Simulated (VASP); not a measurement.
# Ga2O3 (R-3c) in VASP: a series of runs

Ga2O3 is run at these levels: PBE; tasks: single point.

Program: VASP 6.6.1. These are calculated values, not measurements. Logs are shortened: lines on timing, memory, paths and dates and some standing lists are left out, and cuts for length are marked.

### 1 The cell of the first run

The structure is trigonal, space group R-3c (No. 167). Conventional cell: a = 4.985 Å, b = 4.985 Å, c = 13.039 Å, α = 90.00°, β = 90.00°, γ = 120.00°. Ga (site symmetry 3) has 6 O at 1.91 to 2.05 Å within 2.5 Å. Within 2.5 Å of O (site symmetry 2) lie 4 Ga at 1.91 to 2.05 Å.

### 2 Single point, PBE (uniaxial z strain -3.0%)

Input file INCAR:

```
SYSTEM = Ga2O3
PREC = Accurate
ENCUT = 520
EDIFF = 1E-6
ISMEAR = -1
SIGMA = 0.02
LREAL = .FALSE.
LASPH = .TRUE.
NELM = 80
ALGO = Normal
ISIF = 2
LWAVE = .FALSE.
LCHARG = .TRUE.
GGA = PE
LELF = .TRUE.
LVHAR = .TRUE.
NBANDS = 55
```

Input file KPOINTS:

```
Automatic mesh
0
G
  6 6 6
  0 0 0
```

Input file POSCAR:

```
Ga2O3
1.0
    2.4922617722      1.4389080051      4.3462197250
   -2.4922617722      1.4389080051      4.3462197250
    0.0000000000     -2.8778160102      4.3462197250
Ga O
4 6
Direct
    0.8566472198      0.8566472198      0.8566472198
    0.6433527802      0.6433527802      0.6433527802
    0.1433527802      0.1433527802      0.1433527802
    0.3566472198      0.3566472198      0.3566472198
    0.7500000000      0.4468176584      0.0531823416
    0.4468176584      0.0531823416      0.7500000000
    0.0531823416      0.7500000000      0.4468176584
    0.2500000000      0.5531823416      0.9468176584
    0.9468176584      0.2500000000      0.5531823416
    0.5531823416      0.9468176584      0.2500000000
```

Potentials or basis: VASP PAW PBE potentials, release 64 (Ga_d, O).

The run is started by

```bash
$ cat potpaw_PBE.64/Ga_d/POTCAR potpaw_PBE.64/O/POTCAR > POTCAR
$ mpirun -np 1 vasp_std > vasp.out
```

OUTCAR:

```text
SYSTEM = Ga2O3
   PREC = Accurate
   ENCUT = 520
   EDIFF = 1E-6
   ISMEAR = -1
   LREAL = .FALSE.
   LASPH = .TRUE.
   NELM = 80
   ISIF = 2
   GGA = PE

 ion  position               nearest neighbor table
   1  0.857  0.857  0.857-   8 1.91  10 1.91   9 1.91   6 2.05   7 2.05   5 2.05   2 2.78
   2  0.643  0.643  0.643-   9 1.91  10 1.91   8 1.91   6 2.05   7 2.05   5 2.05   1 2.78
   3  0.143  0.143  0.143-   5 1.91   6 1.91   7 1.91  10 2.05   9 2.05   8 2.05   4 2.78
   4  0.357  0.357  0.357-   7 1.91   6 1.91   5 1.91  10 2.05   9 2.05   8 2.05   3 2.78
   5  0.750  0.447  0.053-   3 1.91   4 1.91   1 2.05   2 2.05
   6  0.447  0.053  0.750-   3 1.91   4 1.91   1 2.05   2 2.05
   7  0.053  0.750  0.447-   4 1.91   3 1.91   1 2.05   2 2.05
   8  0.250  0.553  0.947-   1 1.91   2 1.91   3 2.05   4 2.05
   9  0.947  0.250  0.553-   2 1.91   1 1.91   3 2.05   4 2.05
  10  0.553  0.947  0.250-   1 1.91   2 1.91   3 2.05   4 2.05

  LATTYP: Found a trigonal (rhomboedric) cell.
 ALAT       =     5.2126241843
 COS(alpha) =     0.5428018351

  Lattice vectors:

 A1 = (   2.4922617722,   1.4389080051,   4.3462197250)
 A2 = (  -2.4922617722,   1.4389080051,   4.3462197250)
 A3 = (   0.0000000000,  -2.8778160102,   4.3462197250)

Analysis of symmetry for initial positions (statically):
=====================================================================
 Subroutine PRICEL returns:
 Original cell was already a primitive cell.

 Routine SETGRP: Setting up the symmetry group for a
 trigonal (rhombohedral) supercell.

 Subroutine GETGRP returns: Found 12 space group operations
 (whereof  6 operations were pure point group operations)
 out of a pool of 12 trial point group operations.

The static configuration has the point symmetry S_6 .
 The point group associated with its full space group is D_3d.

Analysis of symmetry for dynamics (positions and initial velocities):
=====================================================================
 Subroutine PRICEL returns:
 Original cell was already a primitive cell.

 Routine SETGRP: Setting up the symmetry group for a
 trigonal (rhombohedral) supercell.

 Subroutine GETGRP returns: Found 12 space group operations
 (whereof  6 operations were pure point group operations)
 out of a pool of 12 trial point group operations.

The dynamic configuration has the point symmetry S_6 .
 The point group associated with its full space group is D_3d.

 Subroutine INISYM returns: Found 12 space group operations
 (whereof  6 operations are pure point group operations),
 and found     1 'primitive' translations

----------------------------------------------------------------------------------------

                                     Primitive cell

  volume of cell :      93.5168

  direct lattice vectors                    reciprocal lattice vectors
     2.492261772  1.438908005  4.346219725     0.200620980  0.115828577  0.076695003
    -2.492261772  1.438908005  4.346219725    -0.200620980  0.115828577  0.076695003
     0.000000000 -2.877816010  4.346219725     0.000000000 -0.231657154  0.076695003

  length of vectors
     5.212624184  5.212624184  5.212624184     0.244022869  0.244022869  0.244022869

  position of ions in fractional coordinates (direct lattice)
     0.856647220  0.856647220  0.856647220
     0.643352780  0.643352780  0.643352780
     0.143352780  0.143352780  0.143352780
     0.356647220  0.356647220  0.356647220
     0.750000000  0.446817658  0.053182342
     0.446817658  0.053182342  0.750000000
     0.053182342  0.750000000  0.446817658
     0.250000000  0.553182342  0.946817658
     0.946817658  0.250000000  0.553182342
     0.553182342  0.946817658  0.250000000

  ion indices of the primitive-cell ions
   primitive index   ion index
                 1           1
                 2           2
                 3           3
                 4           4
                 5           5
                 6           6
                 7           7
                 8           8
                 9           9
                10          10

----------------------------------------------------------------------------------------

 KPOINTS: Automatic mesh

Automatic generation of k-mesh.
 Grid dimensions read from file:
 generate k-points for:    6    6    6

 Generating k-lattice:

  Cartesian coordinates                     Fractional coordinates (reciprocal lattice)
     0.033436830  0.019304763  0.012782500     0.166666667 -0.000000000  0.000000000
    -0.033436830  0.019304763  0.012782500    -0.000000000  0.166666667  0.000000000
     0.000000000 -0.038609526  0.012782500     0.000000000  0.000000000  0.166666667

  Length of vectors
     0.040670478  0.040670478  0.040670478

  Shift w.r.t. Gamma in fractional coordinates (k-lattice)
     0.000000000  0.000000000  0.000000000

 Subroutine IBZKPT returns following result:
 ===========================================

 Found     32 irreducible k-points:

 Following reciprocal coordinates:
            Coordinates               Weight
  0.000000  0.000000  0.000000      1.000000
  0.166667  0.000000 -0.000000      6.000000
  0.333333  0.000000 -0.000000      6.000000
  0.500000  0.000000  0.000000      3.000000
  0.166667  0.166667 -0.000000      6.000000
  0.333333  0.166667  0.000000     12.000000
[... 16 lines left out ...]
  0.500000  0.500000  0.166667      6.000000
 -0.333333  0.500000  0.166667     12.000000
 [... further k-points ...]
   k-points           NKPTS =     32   k-points in BZ     NKDIM =     32   number of bands    NBANDS=     55
   number of dos      NEDOS =    301   number of ions     NIONS =     10
   total plane-waves  NPLWV =  64000
   dimension x,y,z NGX =    40 NGY =   40 NGZ =   40
   dimension x,y,z NGXF=    80 NGYF=   80 NGZF=   80
   ions per type =               4   6
   NGX,Y,Z   is equivalent  to a cutoff of  12.76, 12.76, 12.76 a.u.
   NGXF,Y,Z  is equivalent  to a cutoff of  25.51, 25.51, 25.51 a.u.
 SYSTEM =  Ga2O3
   PREC   = accura    normal or accurate (medium, high low for compatibility)
   ISTART =      0    job   : 0-new  1-cont  2-samecut
   ICHARG =      2    charge: 1-file 2-atom 10-const
   ISPIN  =      1    spin polarized calculation?
   LNONCOLLINEAR =      F non collinear calculations
   LSORBIT =      F    spin-orbit coupling
   LASPH  =      T    aspherical Exc in radial PAW
   ENCUT  =  520.0 eV  38.22 Ry    6.18 a.u.   9.69  9.69  9.69*2*pi/ulx,y,z
   NELM   =     80;   NELMIN=  2; NELMDL= -5     # of ELM steps
   EDIFF  = 0.1E-05   stopping-criterion for ELM
   LREAL  =      F    real-space projection
   EDIFFG = 0.1E-04   stopping-criterion for IOM
   NSW    =      0    number of steps for IOM
   IBRION =     -1    ionic relax: 0-MD 1-quasi-New 2-CG
   NFREE  =      0    steps in history (QN), initial steepest desc. (CG)
   ISIF   =      2    stress and relaxation
   ISYM   =      2    0-nonsym 1-usesym 2-fastsym
   POTIM  = 0.5000    time-step for ionic-motion
   TEBEG  =    0.0;   TEEND  =   0.0 temperature during run
   PSTRESS=    0.0 pullay stress
   NELECT =      88.0000    total number of electrons
   NUPDOWN=      -1.0000    fix difference up-down
   EMIN   =  10.00;   EMAX   =-10.00  energy-range for DOS
   EFERMI =   0.00;   METHOD = LEGACY
   ISMEAR =    -1;   SIGMA  =   0.02  broadening in eV -4-tet -1-fermi 0-gaus
   EFERMI_NEDOS =   21; number of points for ismear=-14 and -15
   IALGO  =     38    algorithm
   IMIX   =      4    mixing-type and parameters
     AMIX     =   0.40;   BMIX     =  1.00
     AMIX_MAG =   1.60;   BMIX_MAG =  1.00
  volume/ion in A,a.u.               =       9.35        63.11
  Fermi-wavevector in a.u.,A,eV,Ry     =   1.604252  3.031596 35.016275  2.573624
  Thomas-Fermi vector in A             =   2.700786
   LORBIT       =      0    0 simple, 1 ext, 2 COOP (PROOUT), +10 PAW based schemes
   GGA     = PE    functional components
   LHFCALC =     F    Hartree Fock is set to
   AEXX    =    0.0000 exact exchange contribution
   IVDW    =     0    specifies the selected vdW correction
   LEPSILON=     F    determine dielectric tensor
   LRPA    =     F    only Hartree local field effects (RPA)
 non-spin polarized calculation
  energy-cutoff  :      520.00
  volume of cell :       93.52
 maximum number of plane-waves:      2533
   NGX = 19   NGY = 19   NGZ = 19

 number of electron      87.9999990 magnetization

 Free energy of the ion-electron system (eV)
  ---------------------------------------------------
  ext. energy  EPLUGINS =         0.00000000
  ---------------------------------------------------
  free energy    TOTEN  =       -58.96810324 eV

  energy without entropy =      -58.96810324  energy(sigma->0) =      -58.96810324

 E-fermi :   5.3465     XC(G=0): -12.3839

 val. band max:        4.9286416196   @ k =  -0.1667   0.1667   0.0000
 cond. band min:       8.0242229716   @ k =   0.0000   0.0000   0.0000
 fundamental gap:      3.0955813520
 Fermi energy:         5.3464969817

 k-point     1 :       0.0000    0.0000    0.0000
  band No.  band energies     occupation
      1     -14.3531      2.00000
      2     -12.2206      2.00000
      3     -12.2206      2.00000
      4     -12.1912      2.00000
      5     -12.1912      2.00000
      6     -12.0988      2.00000
[... 47 lines left out ...]
     54      16.3594      0.00000
     55      17.7053      0.00000

 k-point     2 :       0.1667    0.0000   -0.0000
  band No.  band energies     occupation
      1     -14.2222      2.00000
      2     -12.3666      2.00000
      3     -12.2370      2.00000
      4     -12.2328      2.00000
      5     -12.1861      2.00000
      6     -12.0919      2.00000
[... 47 lines left out ...]
     54      16.8868      0.00000
     55      17.5157      0.00000

 k-point     3 :       0.3333    0.0000   -0.0000
  band No.  band energies     occupation
      1     -13.8545      2.00000
      2     -12.7799      2.00000
      3     -12.2725      2.00000
      4     -12.2710      2.00000
      5     -12.1706      2.00000
      6     -12.1145      2.00000
[... 1152 lines left out ...]
 k-point    23 :       0.5000    0.5000    0.1667
  band No.  band energies     occupation
      1     -13.4468      2.00000
      2     -12.8100      2.00000
      3     -12.5467      2.00000
      4     -12.3197      2.00000
      5     -12.2974      2.00000
      6     -12.1602      2.00000
[... 47 lines left out ...]
     54      17.2800      0.00000
     55      17.4540      0.00000

 k-point    24 :      -0.3333    0.5000    0.1667
  band No.  band energies     occupation
      1     -13.2473      2.00000
      2     -12.9078      2.00000
      3     -12.6165      2.00000
      4     -12.4703      2.00000
      5     -12.2039      2.00000
      6     -12.1453      2.00000
[... 47 lines left out ...]
     54      17.1479      0.00000
     55      17.4849      0.00000

 [... further k-points ...]
[... 5 lines left out ...]
  --------------------------------------------------------------------------------------
  -------------------------------------------------------------------------------------
  Total        9.3329588      9.3329588     12.3570127     -0.0000000      0.0000000      0.0000000
  in kB      159.8970010    159.8970010    211.7066320     -0.0000000      0.0000000      0.0000000
  external PRESSURE =     177.1668780 kB  Pullay stress =       0.0000000 kB

 VOLUME and BASIS-vectors are now :
 -----------------------------------------------------------------------------
  energy-cutoff  :      520.00
  volume of cell :       93.52
      direct lattice vectors                 reciprocal lattice vectors
     2.492261772  1.438908005  4.346219725     0.200620980  0.115828577  0.076695003
    -2.492261772  1.438908005  4.346219725    -0.200620980  0.115828577  0.076695003
     0.000000000 -2.877816010  4.346219725     0.000000000 -0.231657154  0.076695003

 POSITION                                       TOTAL-FORCE (eV/Angst)
 -----------------------------------------------------------------------------------
      0.00000      0.00000     11.16953         0.000000     -0.000000      0.106092
      0.00000      0.00000      8.38846         0.000000     -0.000000     -0.106092
      0.00000      0.00000      1.86913         0.000000     -0.000000     -0.106092
      0.00000      0.00000      4.65020         0.000000      0.000000      0.106092
      0.75561      1.56906      5.43277        -0.005066      0.008774      0.000000
      0.98104     -1.43891      5.43277         0.010131     -0.000000     -0.000000
     -1.73665     -0.13015      5.43277        -0.005066     -0.008774      0.000000
     -0.75561     -1.56906      7.60588         0.005066     -0.008774      0.000000
      1.73665      0.13015      7.60588         0.005066      0.008774      0.000000
     -0.98104      1.43891      7.60588        -0.010131     -0.000000      0.000000
 -----------------------------------------------------------------------------------
    total drift:                               -0.000000      0.000000      0.000000

  FREE ENERGIE OF THE ION-ELECTRON SYSTEM (eV)
  ---------------------------------------------------
  free  energy   TOTEN  =       -58.9681032368 eV

  energy  without entropy=      -58.9681032368  energy(sigma->0) =      -58.96810324
```

Run time: 82 s. Hardware: 1 thread of Intel Xeon 6975P-C (Granite Rapids), shared host; peak memory 0.3 GiB.

What came out:

* Free energy: -58.9681 eV
* Pressure: 17.7 GPa
* Largest force: 0.106 eV/Å
* Band gap on the k mesh: 3.10 eV (least direct gap 3.31 eV)

Forces on the atoms (eV/Å):
```
Ga   0.000  0.000  0.106
Ga   0.000  0.000 -0.106
Ga   0.000  0.000 -0.106
Ga   0.000  0.000  0.106
O   -0.005  0.009  0.000
O    0.010  0.000  0.000
O   -0.005 -0.009  0.000
O    0.005 -0.009  0.000
O    0.005  0.009  0.000
O   -0.010  0.000  0.000
```

Levels at points of the mesh, in eV from the valence-band top:
| k point | band 42 | band 43 | band 44 | band 45 | band 46 | band 47 |
| --- | --- | --- | --- | --- | --- | --- |
| (0.00, 0.00, 0.00) | -0.32 | -0.32 | -0.21 | 3.10 | 6.87 | 7.03 |
| (0.50, 0.00, 0.00) | -0.99 | -0.14 | -0.14 | 6.76 | 6.76 | 6.93 |
| (0.50, 0.50, 0.00) | -0.66 | -0.22 | -0.15 | 6.90 | 7.03 | 7.70 |
| (0.50, 0.50, 0.50) | -0.41 | -0.41 | -0.41 | 6.12 | 6.12 | 8.21 |

Caveat: the cell differs from its parent crystal (uniaxial z strain -3.0%); the stress differs along the axes, from 16 to 21 GPa.

### 3 Single point, PBE (uniaxial z strain -2.0%)

Input file INCAR:

```
PREC = Accurate
ENCUT = 520
EDIFF = 1E-6
ISMEAR = -1
SIGMA = 0.02
LREAL = F
LASPH = T
NELM = 80
ALGO = Normal
ISIF = 2
LWAVE = F
LCHARG = T
GGA = PE
LELF = T
LVHAR = T
NBANDS = 55
```

Input file KPOINTS:

```
regular mesh
0
Gamma
  6 6 6
```

Input file POSCAR:

```
Ga2O3
1.0
    2.4922617722      1.4389080051      4.3910261139
   -2.4922617722      1.4389080051      4.3910261139
    0.0000000000     -2.8778160102      4.3910261139
Ga O
4 6
Direct
    0.8562031914      0.8562031914      0.8562031914
    0.6437968086      0.6437968086      0.6437968086
    0.1437968086      0.1437968086      0.1437968086
    0.3562031914      0.3562031914      0.3562031914
    0.7500000000      0.4466706445      0.0533293555
    0.4466706445      0.0533293555      0.7500000000
    0.0533293555      0.7500000000      0.4466706445
    0.2500000000      0.5533293555      0.9466706445
    0.9466706445      0.2500000000      0.5533293555
    0.5533293555      0.9466706445      0.2500000000
```

Potentials or basis: VASP PAW PBE potentials, release 64 (Ga_d, O).

The run is started by

```bash
$ cat potpaw_PBE.64/Ga_d/POTCAR potpaw_PBE.64/O/POTCAR > POTCAR
$ mpirun -np 1 vasp_std > vasp.out
```

OUTCAR:

```text
PREC = Accurate
   ENCUT = 520
   EDIFF = 1E-6
   ISMEAR = -1
   LREAL = F
   LASPH = T
   NELM = 80
   ISIF = 2
   GGA = PE

 ion  position               nearest neighbor table
   1  0.856  0.856  0.856-   8 1.91  10 1.91   9 1.91   6 2.06   7 2.06   5 2.06   2 2.80
   2  0.644  0.644  0.644-   9 1.91  10 1.91   8 1.91   6 2.06   7 2.06   5 2.06   1 2.80
   3  0.144  0.144  0.144-   5 1.91   6 1.91   7 1.91  10 2.06   9 2.06   8 2.06   4 2.80
   4  0.356  0.356  0.356-   7 1.91   6 1.91   5 1.91  10 2.06   9 2.06   8 2.06   3 2.80
   5  0.750  0.447  0.053-   3 1.91   4 1.91   1 2.06   2 2.06
[... 1616 lines left out ...]
  external PRESSURE =     151.9293474 kB  Pullay stress =       0.0000000 kB

 VOLUME and BASIS-vectors are now :
 -----------------------------------------------------------------------------
  energy-cutoff  :      520.00
  volume of cell :       94.48
      direct lattice vectors                 reciprocal lattice vectors
     2.492261772  1.438908005  4.391026114     0.200620980  0.115828577  0.075912401
    -2.492261772  1.438908005  4.391026114    -0.200620980  0.115828577  0.075912401
     0.000000000 -2.877816010  4.391026114     0.000000000 -0.231657154  0.075912401

 POSITION                                       TOTAL-FORCE (eV/Angst)
 -----------------------------------------------------------------------------------
      0.00000      0.00000     11.27883         0.000000     -0.000000      0.095169
      0.00000      0.00000      8.48079         0.000000     -0.000000     -0.095169
      0.00000      0.00000      1.89425         0.000000     -0.000000     -0.095169
      0.00000      0.00000      4.69229         0.000000     -0.000000      0.095169
      0.75598      1.56843      5.48878        -0.006407      0.011097     -0.000000
      0.98031     -1.43891      5.48878         0.012813     -0.000000      0.000000
     -1.73629     -0.12952      5.48878        -0.006407     -0.011097     -0.000000
     -0.75598     -1.56843      7.68430         0.006407     -0.011097     -0.000000
      1.73629      0.12952      7.68430         0.006407      0.011097     -0.000000
     -0.98031      1.43891      7.68430        -0.012813     -0.000000     -0.000000
 -----------------------------------------------------------------------------------
    total drift:                               -0.000000     -0.000000      0.000000

  FREE ENERGIE OF THE ION-ELECTRON SYSTEM (eV)
  ---------------------------------------------------
  free  energy   TOTEN  =       -59.0824040879 eV

  energy  without entropy=      -59.0824040879  energy(sigma->0) =      -59.08240409
```

Wall time 84 s (1 thread of Intel Xeon 6975P-C (Granite Rapids), shared host); peak memory 0.3 GiB.

Results:

```yaml
Free_energy: -59.0824 eV
Pressure: 15.2 GPa
Largest_force: 0.095 eV/Å
Band_gap_on_the_k_mesh: 3.02 eV (least direct gap 3.27 eV)
```

Forces in eV/Å, atoms in the order of the input:
```
Ga   0.000  0.000  0.095
Ga   0.000  0.000 -0.095
Ga   0.000  0.000 -0.095
Ga   0.000  0.000  0.095
O   -0.006  0.011  0.000
O    0.013  0.000  0.000
O   -0.006 -0.011  0.000
O    0.006 -0.011  0.000
O    0.006  0.011  0.000
O   -0.013  0.000  0.000
```

Stress tensor (GPa, compression positive):
```
14.18  0.00  0.00
 0.00 14.18  0.00
 0.00  0.00 17.22
```

Caveat: the cell differs from its parent crystal (uniaxial z strain -2.0%); the cell stands under pressure.

(Continued in part 2 of 2.)
